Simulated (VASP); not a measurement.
# Al2Pt (Fm-3m) in VASP: a series of runs

Runs on Al2Pt. Level: PBEsol. Tasks: single point.

Program: VASP 6.6.1. These are calculated values, not measurements. Logs are shortened: lines on timing, memory, paths and dates and some standing lists are left out, and cuts for length are marked.

## 1. The cell of the first run

It takes space group Fm-3m (No. 225, cubic). The conventional cell has a = 5.651 Å, b = 5.651 Å, c = 5.651 Å, α = 90.00°, β = 90.00°, γ = 90.00°. Al (site symmetry -43m) has 4 Pt at 2.45 Å and 6 Al at 2.83 Å within 3.2 Å. Within 3.2 Å of Pt (site symmetry m-3m) lie 8 Al at 2.45 Å.

## 2. Single point, PBEsol (volume scaled by 0.88)

The input, INCAR:

```
  PREC = Accurate
  ENCUT = 520
  EDIFF = 1E-7
  ISMEAR = 0
  SIGMA = 0.1
  LREAL = F
  LASPH = T
  NELM = 100
  ALGO = Fast
  ISIF = 2
  LWAVE = F
  LCHARG = F
  GGA = PS
  NBANDS = 15
```

The input, KPOINTS:

```
regular mesh
0
Gamma
  12 12 12
```

The input, POSCAR:

```
Al2Pt
1.0
    0.0000000000      2.8252677098      2.8252677098
    2.8252677098      0.0000000000      2.8252677098
    2.8252677098      2.8252677098      0.0000000000
Al Pt
2 1
Direct
    0.2500000000      0.2500000000      0.2500000000
    0.7500000000      0.7500000000      0.7500000000
    0.0000000000      0.0000000000      0.0000000000
```

Potentials or basis: VASP PAW PBE potentials, release 64 (Al, Pt).

The run is started by

```
$ cat potpaw_PBE.64/Al/POTCAR potpaw_PBE.64/Pt/POTCAR > POTCAR
$ mpirun -np 1 vasp_std > vasp.out
```

OUTCAR:

```text
PREC = Accurate
   ENCUT = 520
   EDIFF = 1E-7
   ISMEAR = 0
   LREAL = F
   LASPH = T
   NELM = 100
   ISIF = 2
   GGA = PS

 ion  position               nearest neighbor table
   1  0.250  0.250  0.250-   3 2.45   3 2.45   3 2.45   3 2.45   2 2.83   2 2.83   2 2.83   2 2.83
                             2 2.83   2 2.83
   2  0.750  0.750  0.750-   3 2.45   3 2.45   3 2.45   3 2.45   1 2.83   1 2.83   1 2.83   1 2.83
                             1 2.83   1 2.83
   3  0.000  0.000  0.000-   2 2.45   2 2.45   2 2.45   1 2.45   2 2.45   1 2.45   1 2.45   1 2.45

  LATTYP: Found a face centered cubic cell.
 ALAT       =     5.6505354196

  Lattice vectors:

 A1 = (   0.0000000000,   2.8252677098,   2.8252677098)
 A2 = (   2.8252677098,   0.0000000000,   2.8252677098)
 A3 = (   2.8252677098,   2.8252677098,   0.0000000000)

Analysis of symmetry for initial positions (statically):
=====================================================================
 Subroutine PRICEL returns:
 Original cell was already a primitive cell.

 Routine SETGRP: Setting up the symmetry group for a
 face centered cubic supercell.

 Subroutine GETGRP returns: Found 48 space group operations
 (whereof 48 operations were pure point group operations)
 out of a pool of 48 trial point group operations.

The static configuration has the point symmetry O_h .

Analysis of symmetry for dynamics (positions and initial velocities):
=====================================================================
 Subroutine PRICEL returns:
 Original cell was already a primitive cell.

 Routine SETGRP: Setting up the symmetry group for a
 face centered cubic supercell.

 Subroutine GETGRP returns: Found 48 space group operations
 (whereof 48 operations were pure point group operations)
 out of a pool of 48 trial point group operations.

The dynamic configuration has the point symmetry O_h .

 Subroutine INISYM returns: Found 48 space group operations
 (whereof 48 operations are pure point group operations),
 and found     1 'primitive' translations

----------------------------------------------------------------------------------------

                                     Primitive cell

  volume of cell :      45.1034

  direct lattice vectors                    reciprocal lattice vectors
     0.000000000  2.825267710  2.825267710    -0.176974380  0.176974380  0.176974380
     2.825267710  0.000000000  2.825267710     0.176974380 -0.176974380  0.176974380
     2.825267710  2.825267710  0.000000000     0.176974380  0.176974380 -0.176974380

  length of vectors
     3.995531913  3.995531913  3.995531913     0.306528617  0.306528617  0.306528617

  position of ions in fractional coordinates (direct lattice)
     0.250000000  0.250000000  0.250000000
     0.750000000  0.750000000  0.750000000
     0.000000000  0.000000000  0.000000000

  ion indices of the primitive-cell ions
   primitive index   ion index
                 1           1
                 2           2
                 3           3

----------------------------------------------------------------------------------------

 KPOINTS: regular mesh

Automatic generation of k-mesh.
 Grid dimensions read from file:
 generate k-points for:   12   12   12

 Generating k-lattice:

  Cartesian coordinates                     Fractional coordinates (reciprocal lattice)
    -0.014747865  0.014747865  0.014747865     0.083333333  0.000000000  0.000000000
     0.014747865 -0.014747865  0.014747865     0.000000000  0.083333333  0.000000000
     0.014747865  0.014747865 -0.014747865     0.000000000  0.000000000  0.083333333

  Length of vectors
     0.025544051  0.025544051  0.025544051

  Shift w.r.t. Gamma in fractional coordinates (k-lattice)
     0.000000000  0.000000000  0.000000000

 Subroutine IBZKPT returns following result:
 ===========================================

 Found     72 irreducible k-points:

 Following reciprocal coordinates:
            Coordinates               Weight
  0.000000  0.000000  0.000000      1.000000
  0.083333  0.000000  0.000000      8.000000
  0.166667  0.000000  0.000000      8.000000
  0.250000  0.000000  0.000000      8.000000
  0.333333  0.000000  0.000000      8.000000
  0.416667  0.000000  0.000000      8.000000
[... 16 lines left out ...]
  0.500000  0.166667  0.000000     24.000000
 -0.416667  0.166667  0.000000     24.000000
 [... further k-points ...]
   k-points           NKPTS =     72   k-points in BZ     NKDIM =     72   number of bands    NBANDS=     15
   number of dos      NEDOS =    301   number of ions     NIONS =      3
   total plane-waves  NPLWV =  27000
   dimension x,y,z NGX =    30 NGY =   30 NGZ =   30
   dimension x,y,z NGXF=    60 NGYF=   60 NGZF=   60
   ions per type =               2   1
   NGX,Y,Z   is equivalent  to a cutoff of  12.48, 12.48, 12.48 a.u.
   NGXF,Y,Z  is equivalent  to a cutoff of  24.96, 24.96, 24.96 a.u.
 SYSTEM =  unknown system
   PREC   = accura    normal or accurate (medium, high low for compatibility)
   ISTART =      0    job   : 0-new  1-cont  2-samecut
   ICHARG =      2    charge: 1-file 2-atom 10-const
   ISPIN  =      1    spin polarized calculation?
   LNONCOLLINEAR =      F non collinear calculations
   LSORBIT =      F    spin-orbit coupling
   LASPH  =      T    aspherical Exc in radial PAW
   ENCUT  =  520.0 eV  38.22 Ry    6.18 a.u.   7.43  7.43  7.43*2*pi/ulx,y,z
   NELM   =    100;   NELMIN=  2; NELMDL= -5     # of ELM steps
   EDIFF  = 0.1E-06   stopping-criterion for ELM
   LREAL  =      F    real-space projection
   EDIFFG = 0.1E-05   stopping-criterion for IOM
   NSW    =      0    number of steps for IOM
   IBRION =     -1    ionic relax: 0-MD 1-quasi-New 2-CG
   NFREE  =      0    steps in history (QN), initial steepest desc. (CG)
   ISIF   =      2    stress and relaxation
   ISYM   =      2    0-nonsym 1-usesym 2-fastsym
   POTIM  = 0.5000    time-step for ionic-motion
   TEBEG  =    0.0;   TEEND  =   0.0 temperature during run
   PSTRESS=    0.0 pullay stress
   NELECT =      16.0000    total number of electrons
   NUPDOWN=      -1.0000    fix difference up-down
   EMIN   =  10.00;   EMAX   =-10.00  energy-range for DOS
   EFERMI =   0.00;   METHOD = LEGACY
   ISMEAR =     0;   SIGMA  =   0.10  broadening in eV -4-tet -1-fermi 0-gaus
   EFERMI_NEDOS =   21; number of points for ismear=-14 and -15
   IALGO  =     68    algorithm
   IMIX   =      4    mixing-type and parameters
     AMIX     =   0.40;   BMIX     =  1.00
     AMIX_MAG =   1.60;   BMIX_MAG =  1.00
  volume/ion in A,a.u.               =      15.03       101.46
  Fermi-wavevector in a.u.,A,eV,Ry     =   1.158898  2.190000 18.273231  1.343045
  Thomas-Fermi vector in A             =   2.295496
   LORBIT       =      0    0 simple, 1 ext, 2 COOP (PROOUT), +10 PAW based schemes
   GGA     = PS    functional components
   LHFCALC =     F    Hartree Fock is set to
   AEXX    =    0.0000 exact exchange contribution
   IVDW    =     0    specifies the selected vdW correction
   LEPSILON=     F    determine dielectric tensor
   LRPA    =     F    only Hartree local field effects (RPA)
 non-spin polarized calculation
 RMM-DIIS sequential band-by-band and
 Gauss-broadening in eV      SIGMA  =   0.10
  energy-cutoff  :      520.00
  volume of cell :       45.10
 maximum number of plane-waves:      1243
 NGX is ok and might be reduce to    30
   NGX = 15   NGY = 15   NGZ = 15

 number of electron      16.0000001 magnetization

 Free energy of the ion-electron system (eV)
  ---------------------------------------------------
  ext. energy  EPLUGINS =         0.00000000
  ---------------------------------------------------
  free energy    TOTEN  =       -17.36381961 eV

  energy without entropy =      -17.35820140  energy(sigma->0) =      -17.36101051

 E-fermi :   9.5139     XC(G=0): -11.4142

 val. band max:        9.4518316679   @ k =   0.3333   0.2500   0.0000
 cond. band min:       9.5163310860   @ k =  -0.4167   0.2500   0.0000
 fundamental gap:      0.0644994181
 Fermi energy:         9.5139057450

 k-point     1 :       0.0000    0.0000    0.0000
  band No.  band energies     occupation
      1      -1.7505      2.00000
      2       3.6685      2.00000
      3       3.6685      2.00000
      4       3.6685      2.00000
      5       5.1760      2.00000
      6       5.1760      2.00000
      7      13.3663      0.00000
      8      13.3663      0.00000
      9      13.3663      0.00000
     10      13.5422      0.00000
     11      15.7230      0.00000
     12      15.7230      0.00000
     13      15.7230      0.00000
     14      16.3396      0.00000
     15      16.3396      0.00000

 k-point     2 :       0.0833    0.0000    0.0000
  band No.  band energies     occupation
      1      -1.6437      2.00000
      2       3.6153      2.00000
      3       3.7058      2.00000
      4       3.7058      2.00000
      5       5.1618      2.00000
      6       5.1618      2.00000
      7      12.1962      0.00000
      8      13.1680      0.00000
      9      13.1680      0.00000
     10      13.6476      0.00000
     11      15.8751      0.00000
     12      15.8751      0.00000
     13      15.9263      0.00000
     14      16.2038      0.00000
     15      16.2038      0.00000

 k-point     3 :       0.1667    0.0000    0.0000
  band No.  band energies     occupation
      1      -1.3289      2.00000
      2       3.4734      2.00000
      3       3.8020      2.00000
      4       3.8020      2.00000
      5       5.1395      2.00000
      6       5.1395      2.00000
      7      10.3266      0.00000
      8      12.6425      0.00000
      9      12.6425      0.00000
     10      13.8860      0.00000
     11      15.6652      0.00000
     12      15.7165      0.00000
     13      15.7165      0.00000
     14      16.5911      0.00000
     15      16.5911      0.00000
[... 343 lines left out ...]
 k-point    23 :       0.5000    0.1667    0.0000
  band No.  band energies     occupation
      1       1.0239      2.00000
      2       2.8173      2.00000
      3       3.8995      2.00000
      4       4.2377      2.00000
      5       5.3102      2.00000
      6       5.4935      2.00000
      7       5.4965      2.00000
      8       9.4171      1.82914
      9       9.8089      0.00003
     10      13.2884      0.00000
     11      15.8178      0.00000
     12      16.4681      0.00000
     13      16.7027      0.00000
     14      18.2131      0.00000
     15      20.0959      0.00000

 k-point    24 :      -0.4167    0.1667    0.0000
  band No.  band energies     occupation
      1       1.1339      2.00000
      2       2.8168      2.00000
      3       3.8664      2.00000
      4       4.2534      2.00000
      5       5.0502      2.00000
      6       5.3195      2.00000
      7       5.8289      2.00000
      8       9.0079      2.00000
      9      10.1705      0.00000
     10      13.3162      0.00000
     11      15.6526      0.00000
     12      16.3597      0.00000
     13      17.0192      0.00000
     14      19.1891      0.00000
     15      19.3517      0.00000

 [... further k-points ...]
[... 5 lines left out ...]
  --------------------------------------------------------------------------------------
  -------------------------------------------------------------------------------------
  Total        6.6194045      6.6194045      6.6194045      0.0000000     -0.0000000      0.0000000
  in kB      235.1368474    235.1368474    235.1368474      0.0000000     -0.0000000      0.0000000
  external PRESSURE =     235.1368474 kB  Pullay stress =       0.0000000 kB

 VOLUME and BASIS-vectors are now :
 -----------------------------------------------------------------------------
  energy-cutoff  :      520.00
  volume of cell :       45.10
      direct lattice vectors                 reciprocal lattice vectors
     0.000000000  2.825267710  2.825267710    -0.176974380  0.176974380  0.176974380
     2.825267710  0.000000000  2.825267710     0.176974380 -0.176974380  0.176974380
     2.825267710  2.825267710  0.000000000     0.176974380  0.176974380 -0.176974380

 POSITION                                       TOTAL-FORCE (eV/Angst)
 -----------------------------------------------------------------------------------
      1.41263      1.41263      1.41263        -0.000000     -0.000000     -0.000000
      4.23790      4.23790      4.23790         0.000000      0.000000      0.000000
      0.00000      0.00000      0.00000        -0.000000     -0.000000     -0.000000
 -----------------------------------------------------------------------------------
    total drift:                                0.000000     -0.000000     -0.000000

  FREE ENERGIE OF THE ION-ELECTRON SYSTEM (eV)
  ---------------------------------------------------
  free  energy   TOTEN  =       -17.3638196146 eV

  energy  without entropy=      -17.3582014034  energy(sigma->0) =      -17.36101051
```

Run time: 36 s. Hardware: 1 thread of AMD EPYC 9R45 (Zen 5), shared host; peak memory 0.16 GiB.

Results:

| Quantity | Value |
| --- | --- |
| Free energy | -17.3638 eV |
| Pressure | 23.5 GPa |
| Band gap on the k mesh | zero (band 8 reaches 13.37 eV, above the bottom of band 9 at 7.62 eV) |

Caveat: the PAW data sets were made with another functional, which shifts forces and pressure a little; spin-orbit coupling is left out, which moves the levels of the heavy elements.

## 3. Single point, PBEsol (volume scaled by 0.91)

The input, INCAR:

```
SYSTEM = Al2Pt
ALGO = Fast ; EDIFF = 1E-6
ENCUT = 520 ; GGA = PS
ISIF = 2 ; ISMEAR = 0
LASPH = .True. ; LCHARG = .True.
LELF = .True. ; LREAL = .False.
LVHAR = .True. ; LWAVE = .False.
NBANDS = 15 ; NELM = 60
PREC = Accurate ; SIGMA = 0.1
```

The input, KPOINTS:

```
k-points
0
Gamma
  12 12 12
  0 0 0
```

The input, POSCAR:

```
Al2Pt
1.0
    0.0000000000      2.8570149480      2.8570149480
    2.8570149480      0.0000000000      2.8570149480
    2.8570149480      2.8570149480      0.0000000000
Al Pt
2 1
Direct
    0.2500000000      0.2500000000      0.2500000000
    0.7500000000      0.7500000000      0.7500000000
    0.0000000000      0.0000000000      0.0000000000
```

Potentials or basis: VASP PAW PBE potentials, release 64 (Al, Pt).

The run is started by

```
$ cat potpaw_PBE.64/Al/POTCAR potpaw_PBE.64/Pt/POTCAR > POTCAR
$ mpirun -np 1 vasp_std > vasp.out
```

It took 32 s on 1 thread of AMD EPYC 9R45 (Zen 5), shared host; peak memory 0.16 GiB.

The run converged. Its results:

* Free energy: -17.5534 eV
* Pressure: 16.1 GPa
* Band gap on the k mesh: zero (band 8 reaches 12.90 eV, above the bottom of band 9 at 7.24 eV)

Levels at points of the mesh, in eV from the Fermi level:
| k point | band 5 | band 6 | band 7 | band 8 | band 9 | band 10 | band 11 | band 12 |
| --- | --- | --- | --- | --- | --- | --- | --- | --- |
| (0.00, 0.00, 0.00) | -4.17 | -4.17 | 3.76 | 3.84 | 3.84 | 3.84 | 6.00 | 6.00 |
| (0.50, 0.00, 0.00) | -4.09 | -3.90 | -3.90 | 1.00 | 1.00 | 3.90 | 5.58 | 5.58 |
| (0.50, 0.50, 0.00) | -4.22 | -3.78 | -3.57 | -1.83 | -1.83 | 3.45 | 3.87 | 8.09 |

Caveat: the PAW data sets were made with another functional, which shifts forces and pressure a little; spin-orbit coupling is left out, which moves the levels of the heavy elements.

## 4. Single point, PBEsol (volume scaled by 0.94)

The input, INCAR:

```
PREC = Accurate
ENCUT = 520
EDIFF = 1E-6
ISMEAR = 0
SIGMA = 0.1
LREAL = False
LASPH = True
NELM = 80
ALGO = Normal
ISIF = 2
LWAVE = False
LCHARG = False
GGA = PS
NBANDS = 15
```

The input, KPOINTS:

```
regular mesh
0
Gamma
  12 12 12
```

The input, POSCAR:

```
Al2Pt
1.0
    0.0000000000      2.8880718915      2.8880718915
    2.8880718915      0.0000000000      2.8880718915
    2.8880718915      2.8880718915      0.0000000000
Al Pt
2 1
Direct
    0.2500000000      0.2500000000      0.2500000000
    0.7500000000      0.7500000000      0.7500000000
    0.0000000000      0.0000000000      0.0000000000
```

The run is started by

```
$ cat potpaw_PBE.64/Al/POTCAR potpaw_PBE.64/Pt/POTCAR > POTCAR
$ mpirun -np 1 vasp_std > vasp.out
```

It took 26 s on 1 thread of AMD EPYC 9R45 (Zen 5), shared host; peak memory 0.17 GiB.

The run converged. Its results:

| Item | Value |
| --- | --- |
| Free energy | -17.6774 eV |
| Pressure | 9.8 GPa |
| Band gap on the k mesh | zero (band 8 reaches 12.47 eV, above the bottom of band 9 at 6.89 eV) |

Levels at points of the mesh, in eV from the Fermi level:
```
           k point  band 6  band 7  band 8  band 9  band 10  band 11
(0.00, 0.00, 0.00)   -4.02    3.50    3.82    3.82     3.82     5.80
(0.50, 0.00, 0.00)   -3.77   -3.77    1.00    1.00     3.84     5.43
(0.50, 0.50, 0.00)   -3.68   -3.46   -1.76   -1.76     3.40     3.63
```

Caveat: the PAW data sets were made with another functional, which shifts forces and pressure a little; spin-orbit coupling is left out, which moves the levels of the heavy elements.

(Part 1 of 2 ends here.)
